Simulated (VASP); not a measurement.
# Cu (I4/mmm) in VASP: a series of runs

Runs on Cu. Level: PBE. Tasks: single point.

Program: VASP 6.6.1. These are calculated values, not measurements. Logs are shortened: lines on timing, memory, paths and dates and some standing lists are left out, and cuts for length are marked.

### Step 1. The cell of the first run

It takes space group I4/mmm (No. 139, tetragonal). Conventional cell: a = 2.502 Å, b = 2.502 Å, c = 3.811 Å, α = 90.00°, β = 90.00°, γ = 90.00°. Cu (site symmetry 4/mmm) has 12 Cu at 2.50 to 2.60 Å within 3.3 Å.

### Step 2. Single point, PBE (strain -0.025 along x and y, +0.050 along z)

Contents of INCAR:

```
SYSTEM = Cu
PREC = Accurate ; ENCUT = 520
EDIFF = 1E-7 ; ISMEAR = 0
SIGMA = 0.15 ; LREAL = .False.
LASPH = .True. ; NELM = 100
ALGO = Fast ; ISIF = 2
LWAVE = .False. ; LCHARG = .False.
GGA = PE ; NBANDS = 12
```

Contents of KPOINTS:

```
regular mesh
0
Gamma
  28 28 28
  0 0 0
```

Contents of POSCAR:

```
Cu
1.0
    0.0000000000      1.7695022750      1.9056178346
    1.7695022750      0.0000000000      1.9056178346
    1.7695022750      1.7695022750      0.0000000000
Cu
1
Direct
    0.0000000000      0.0000000000      0.0000000000
```

Potentials or basis: VASP PAW PBE potentials, release 64 (Cu).

Command:

```
> cat potpaw_PBE.64/Cu/POTCAR > POTCAR
> mpirun -np 1 vasp_std > vasp.out
```

OUTCAR:

```text
SYSTEM = Cu
   PREC = Accurate
   ENCUT = 520
   EDIFF = 1E-7
   ISMEAR = 0
   LREAL = .False.
   LASPH = .True.
   NELM = 100
   ISIF = 2
   GGA = PE

 ion  position               nearest neighbor table
   1  0.000  0.000  0.000-

  LATTYP: Found a body centered tetragonal cell.
 ALAT       =     2.5024541160
 C/A-ratio  =     1.5229992210

  Lattice vectors:

 A1 = (  -1.7695022750,   0.0000000000,   1.9056178346)
 A2 = (   1.7695022750,   0.0000000000,   1.9056178346)
 A3 = (   0.0000000000,   1.7695022750,  -1.9056178346)

Analysis of symmetry for initial positions (statically):
=====================================================================
 Subroutine PRICEL returns:
 Original cell was already a primitive cell.

 Routine SETGRP: Setting up the symmetry group for a
 body centered tetragonal supercell.

 Subroutine GETGRP returns: Found 16 space group operations
 (whereof 16 operations were pure point group operations)
 out of a pool of 16 trial point group operations.

The static configuration has the point symmetry D_4h.

Analysis of symmetry for dynamics (positions and initial velocities):
=====================================================================
 Subroutine PRICEL returns:
 Original cell was already a primitive cell.

 Routine SETGRP: Setting up the symmetry group for a
 body centered tetragonal supercell.

 Subroutine GETGRP returns: Found 16 space group operations
 (whereof 16 operations were pure point group operations)
 out of a pool of 16 trial point group operations.

The dynamic configuration has the point symmetry D_4h.

 Subroutine INISYM returns: Found 16 space group operations
 (whereof 16 operations are pure point group operations),
 and found     1 'primitive' translations

----------------------------------------------------------------------------------------

                                     Primitive cell

  volume of cell :      11.9335

  direct lattice vectors                    reciprocal lattice vectors
     0.000000000  1.769502275  1.905617835    -0.282565333  0.282565333  0.262382095
     1.769502275  0.000000000  1.905617835     0.282565333 -0.282565333  0.262382095
     1.769502275  1.769502275  0.000000000     0.282565333  0.282565333 -0.262382095

  length of vectors
     2.600484115  2.600484115  2.502454116     0.478048846  0.478048846  0.478048846

  position of ions in fractional coordinates (direct lattice)
     0.000000000  0.000000000  0.000000000

  ion indices of the primitive-cell ions
   primitive index   ion index
                 1           1

----------------------------------------------------------------------------------------

 KPOINTS: regular mesh

Automatic generation of k-mesh.
 Grid dimensions read from file:
 generate k-points for:   28   28   28

 Generating k-lattice:

  Cartesian coordinates                     Fractional coordinates (reciprocal lattice)
    -0.010091619  0.010091619  0.009370789     0.035714286  0.000000000  0.000000000
     0.010091619 -0.010091619  0.009370789     0.000000000  0.035714286  0.000000000
     0.010091619  0.010091619 -0.009370789    -0.000000000 -0.000000000  0.035714286

  Length of vectors
     0.017073173  0.017073173  0.017073173

  Shift w.r.t. Gamma in fractional coordinates (k-lattice)
     0.000000000  0.000000000  0.000000000

 Subroutine IBZKPT returns following result:
 ===========================================

 Found   1639 irreducible k-points:

 Following reciprocal coordinates:
            Coordinates               Weight
  0.000000  0.000000  0.000000      1.000000
  0.035714  0.000000  0.000000      8.000000
  0.071429  0.000000  0.000000      8.000000
  0.107143  0.000000  0.000000      8.000000
  0.142857  0.000000  0.000000      8.000000
  0.178571  0.000000  0.000000      8.000000
[... 16 lines left out ...]
  0.285714  0.035714  0.000000      8.000000
  0.321429  0.035714  0.000000      8.000000
 [... further k-points ...]
   k-points           NKPTS =   1639   k-points in BZ     NKDIM =   1639   number of bands    NBANDS=     12
   number of dos      NEDOS =    301   number of ions     NIONS =      1
   total plane-waves  NPLWV =   8000
   dimension x,y,z NGX =    20 NGY =   20 NGZ =   20
   dimension x,y,z NGXF=    40 NGYF=   40 NGZF=   40
   ions per type =               1
   NGX,Y,Z   is equivalent  to a cutoff of  12.79, 12.79, 13.29 a.u.
   NGXF,Y,Z  is equivalent  to a cutoff of  25.57, 25.57, 26.57 a.u.
 SYSTEM =  Cu
   PREC   = accura    normal or accurate (medium, high low for compatibility)
   ISTART =      0    job   : 0-new  1-cont  2-samecut
   ICHARG =      2    charge: 1-file 2-atom 10-const
   ISPIN  =      1    spin polarized calculation?
   LNONCOLLINEAR =      F non collinear calculations
   LSORBIT =      F    spin-orbit coupling
   LASPH  =      T    aspherical Exc in radial PAW
   ENCUT  =  520.0 eV  38.22 Ry    6.18 a.u.   4.84  4.84  4.65*2*pi/ulx,y,z
   NELM   =    100;   NELMIN=  2; NELMDL= -5     # of ELM steps
   EDIFF  = 0.1E-06   stopping-criterion for ELM
   LREAL  =      F    real-space projection
   EDIFFG = 0.1E-05   stopping-criterion for IOM
   NSW    =      0    number of steps for IOM
   IBRION =     -1    ionic relax: 0-MD 1-quasi-New 2-CG
   NFREE  =      0    steps in history (QN), initial steepest desc. (CG)
   ISIF   =      2    stress and relaxation
   ISYM   =      2    0-nonsym 1-usesym 2-fastsym
   POTIM  = 0.5000    time-step for ionic-motion
   TEBEG  =    0.0;   TEEND  =   0.0 temperature during run
   PSTRESS=    0.0 pullay stress
   NELECT =      11.0000    total number of electrons
   NUPDOWN=      -1.0000    fix difference up-down
   EMIN   =  10.00;   EMAX   =-10.00  energy-range for DOS
   EFERMI =   0.00;   METHOD = LEGACY
   ISMEAR =     0;   SIGMA  =   0.15  broadening in eV -4-tet -1-fermi 0-gaus
   EFERMI_NEDOS =   21; number of points for ismear=-14 and -15
   IALGO  =     68    algorithm
   IMIX   =      4    mixing-type and parameters
     AMIX     =   0.40;   BMIX     =  1.00
     AMIX_MAG =   1.60;   BMIX_MAG =  1.00
  volume/ion in A,a.u.               =      11.93        80.53
  Fermi-wavevector in a.u.,A,eV,Ry     =   1.593247  3.010800 34.537508  2.538435
  Thomas-Fermi vector in A             =   2.691506
   LORBIT       =      0    0 simple, 1 ext, 2 COOP (PROOUT), +10 PAW based schemes
   GGA     = PE    functional components
   LHFCALC =     F    Hartree Fock is set to
   AEXX    =    0.0000 exact exchange contribution
   IVDW    =     0    specifies the selected vdW correction
   LEPSILON=     F    determine dielectric tensor
   LRPA    =     F    only Hartree local field effects (RPA)
 non-spin polarized calculation
 RMM-DIIS sequential band-by-band and
 Gauss-broadening in eV      SIGMA  =   0.15
  energy-cutoff  :      520.00
  volume of cell :       11.93
 maximum number of plane-waves:       340
   NGX =  9   NGY =  9   NGZ =  9

 number of electron      11.0000005 magnetization

 Free energy of the ion-electron system (eV)
  ---------------------------------------------------
  ext. energy  EPLUGINS =         0.00000000
  ---------------------------------------------------
  free energy    TOTEN  =        -3.72035033 eV

  energy without entropy =       -3.71678845  energy(sigma->0) =       -3.71856939

 E-fermi :   7.4789     XC(G=0): -12.6654

 val. band max:        7.4782536911   @ k =  -0.3214   0.1786   0.1071
 cond. band min:       7.4915473068   @ k =  -0.1071   0.3571   0.2857
 fundamental gap:      0.0132936157
 Fermi energy:         7.4789451603

 k-point     1 :       0.0000    0.0000    0.0000
  band No.  band energies     occupation
      1      -1.8137      2.00000
      2       4.2203      2.00000
      3       4.5936      2.00000
      4       4.5936      2.00000
      5       5.0692      2.00000
      6       5.4388      2.00000
      7      30.0723      0.00000
      8      32.4284      0.00000
      9      32.6656      0.00000
     10      32.6656      0.00000
     11      35.0303      0.00000
     12      35.0306      0.00000

 k-point     2 :       0.0357    0.0000    0.0000
  band No.  band energies     occupation
      1      -1.7674      2.00000
      2       4.2251      2.00000
      3       4.5878      2.00000
      4       4.6021      2.00000
      5       5.0677      2.00000
      6       5.4334      2.00000
      7      29.8436      0.00000
      8      31.7700      0.00000
      9      32.3362      0.00000
     10      32.5175      0.00000
     11      35.2523      0.00000
     12      35.3719      0.00000

 k-point     3 :       0.0714    0.0000    0.0000
  band No.  band energies     occupation
      1      -1.6289      2.00000
      2       4.2367      2.00000
      3       4.5720      2.00000
      4       4.6266      2.00000
      5       5.0652      2.00000
      6       5.4183      2.00000
      7      28.8130      0.00000
      8      30.9845      0.00000
      9      31.9111      0.00000
     10      32.1840      0.00000
     11      35.8051      0.00000
     12      35.8676      0.00000

 k-point     4 :       0.1071    0.0000    0.0000
  band No.  band energies     occupation
      1      -1.4003      2.00000
      2       4.2470      2.00000
      3       4.5516      2.00000
      4       4.6638      2.00000
      5       5.0678      2.00000
      6       5.3968      2.00000
      7      27.1271      0.00000
      8      30.6579      0.00000
      9      31.4604      0.00000
     10      31.8072      0.00000
     11      35.8359      0.00000
     12      36.5349      0.00000

 k-point     5 :       0.1429    0.0000    0.0000
  band No.  band energies     occupation
      1      -1.0851      2.00000
      2       4.2457      2.00000
      3       4.5318      2.00000
      4       4.7075      2.00000
      5       5.0849      2.00000
      6       5.3747      2.00000
      7      25.2865      0.00000
      8      30.3381      0.00000
      9      31.1048      0.00000
     10      31.4523      0.00000
     11      35.3313      0.00000
     12      37.3624      0.00000
[... 228 lines left out ...]
      1      -0.3796      2.00000
      2       4.1529      2.00000
      3       4.5389      2.00000
      4       4.7820      2.00000
      5       5.1252      2.00000
      6       5.4203      2.00000
      7      22.3682      0.00000
      8      29.8633      0.00000
      9      29.9108      0.00000
     10      31.3072      0.00000
     11      32.9843      0.00000
     12      38.6583      0.00000

 k-point    22 :       0.2500    0.0357    0.0000
  band No.  band energies     occupation
      1       0.1214      2.00000
      2       4.1510      2.00000
      3       4.4893      2.00000
      4       4.7944      2.00000
      5       5.2212      2.00000
      6       5.4462      2.00000
      7      20.5846      0.00000
      8      29.4924      0.00000
      9      29.6863      0.00000
     10      30.7390      0.00000
     11      32.7322      0.00000
     12      38.5297      0.00000

 k-point    23 :       0.2857    0.0357    0.0000
  band No.  band energies     occupation
      1       0.6619      2.00000
      2       4.1832      2.00000
      3       4.4353      2.00000
      4       4.7848      2.00000
      5       5.3394      2.00000
      6       5.4934      2.00000
      7      18.8628      0.00000
      8      28.9884      0.00000
      9      29.5355      0.00000
     10      30.3345      0.00000
     11      32.5048      0.00000
     12      37.7631      0.00000

 k-point    24 :       0.3214    0.0357    0.0000
  band No.  band energies     occupation
      1       1.2038      2.00000
      2       4.2837      2.00000
      3       4.3829      2.00000
      4       4.7583      2.00000
      5       5.4710      2.00000
      6       5.5551      2.00000
      7      17.2151      0.00000
      8      28.4136      0.00000
      9      29.4593      0.00000
     10      30.0787      0.00000
     11      32.2838      0.00000
     12      36.9408      0.00000

 [... further k-points ...]

------------------------ aborting loop because EDIFF is reached ----------------------------------------

  FORCE on cell =-STRESS in cart. coord.  units (eV):
  Direction    XX          YY          ZZ          XY          YZ          ZX
  --------------------------------------------------------------------------------------
  -------------------------------------------------------------------------------------
  Total        0.2181992      0.2181992     -0.1848954      0.0000000      0.0000000     -0.0000000
  in kB       29.2951528     29.2951528    -24.8238201      0.0000000      0.0000000     -0.0000000
  external PRESSURE =      11.2554952 kB  Pullay stress =       0.0000000 kB

 VOLUME and BASIS-vectors are now :
 -----------------------------------------------------------------------------
  energy-cutoff  :      520.00
  volume of cell :       11.93
      direct lattice vectors                 reciprocal lattice vectors
     0.000000000  1.769502275  1.905617835    -0.282565333  0.282565333  0.262382095
     1.769502275  0.000000000  1.905617835     0.282565333 -0.282565333  0.262382095
     1.769502275  1.769502275  0.000000000     0.282565333  0.282565333 -0.262382095

 POSITION                                       TOTAL-FORCE (eV/Angst)
 -----------------------------------------------------------------------------------
      0.00000      0.00000      0.00000         0.000000      0.000000      0.000000
 -----------------------------------------------------------------------------------
    total drift:                                0.000000      0.000000      0.000000

  FREE ENERGIE OF THE ION-ELECTRON SYSTEM (eV)
  ---------------------------------------------------
  free  energy   TOTEN  =        -3.7203503298 eV

  energy  without entropy=       -3.7167884506  energy(sigma->0) =       -3.71856939
```

It took 3.7 min on 1 thread of Intel Xeon Platinum 8259CL at 2.50GHz (Skylake/Cascade Lake), shared host; peak memory 0.33 GiB.

What came out:

- Free energy: -3.7204 eV
- Pressure: 1.1 GPa
- Band gap on the k mesh: zero (an odd number of electrons rules out a gap without spin polarisation)

Levels at points of the mesh, in eV from the Fermi level:
```tsv
k point	band 2	band 3	band 4	band 5	band 6	band 7	band 8	band 9	band 10	band 11
(0.00, 0.00, 0.00)	-3.26	-2.89	-2.89	-2.41	-2.04	22.59	24.95	25.19	25.19	27.55
(0.50, 0.00, 0.00)	-3.23	-2.88	-1.72	-1.59	-0.98	3.71	19.43	22.38	23.16	23.70
(0.50, 0.50, 0.00)	-4.38	-1.65	-1.53	-1.53	0.51	5.77	14.17	14.17	18.45	21.19
(0.50, 0.00, 0.50)	-4.38	-1.69	-1.64	-1.38	2.03	7.68	12.38	12.56	17.02	19.58
```

Caveat: the cell differs from its parent crystal (strain -0.025 along x and y, +0.050 along z).

### Step 3. Single point, PBE (strain +0.000 along x and y, +0.025 along z)

Contents of INCAR:

```
SYSTEM = Cu
PREC     = Accurate       ! precision mode
ENCUT    = 520            ! plane-wave cutoff, eV
EDIFF    = 1E-6           ! SCF threshold, eV
ISMEAR   = 0              ! smearing method
SIGMA    = 0.15           ! smearing width, eV
LREAL    = .FALSE.        ! projectors in reciprocal space
LASPH    = .TRUE.         ! aspherical terms in the spheres
NELM     = 80             ! most SCF steps
ALGO     = Fast           ! electronic algorithm
ISIF     = 2              ! what is computed and relaxed
LWAVE    = .FALSE.        ! write WAVECAR
LCHARG   = .FALSE.        ! write CHGCAR
GGA      = PE             ! functional
NBANDS   = 12             ! bands
```

Contents of KPOINTS:

```
regular mesh
0
G
  28 28 28
  0 0 0
```

Contents of POSCAR:

```
Cu
1.0
    0.0000000000      1.8148741282      1.8602459814
    1.8148741282      0.0000000000      1.8602459814
    1.8148741282      1.8148741282      0.0000000000
Cu
1
Direct
    0.0000000000      0.0000000000      0.0000000000
```

Potentials or basis: VASP PAW PBE potentials, release 64 (Cu).

Command:

```
> cat potpaw_PBE.64/Cu/POTCAR > POTCAR
> mpirun -np 1 vasp_std > vasp.out
```

It took 3.1 min on 1 thread of Intel Xeon Platinum 8259CL at 2.50GHz (Skylake/Cascade Lake), shared host; peak memory 0.33 GiB.

Results (log left out):

| Quantity | Value |
| --- | --- |
| Free energy | -3.7269 eV |
| Pressure | -2.6 GPa |
| Band gap on the k mesh | zero (an odd number of electrons rules out a gap without spin polarisation) |

Stress tensor (GPa, compression positive):
```
-2.14  0.00  0.00
 0.00 -2.14  0.00
 0.00  0.00 -3.61
```

Levels at points of the mesh, in eV from the Fermi level:
```csv
k point,band 4,band 5,band 6,band 7,band 8,band 9
"(0.00, 0.00, 0.00)",-2.90,-2.22,-2.11,22.29,24.60,24.67
"(0.50, 0.00, 0.00)",-1.65,-1.60,-0.91,3.56,20.43,21.46
"(0.50, 0.50, 0.00)",-1.50,-1.50,1.17,6.42,13.16,13.16
"(0.50, 0.00, 0.50)",-1.53,-1.45,1.68,7.05,12.57,12.62
```

Caveat: the cell differs from its parent crystal (strain +0.000 along x and y, +0.025 along z).
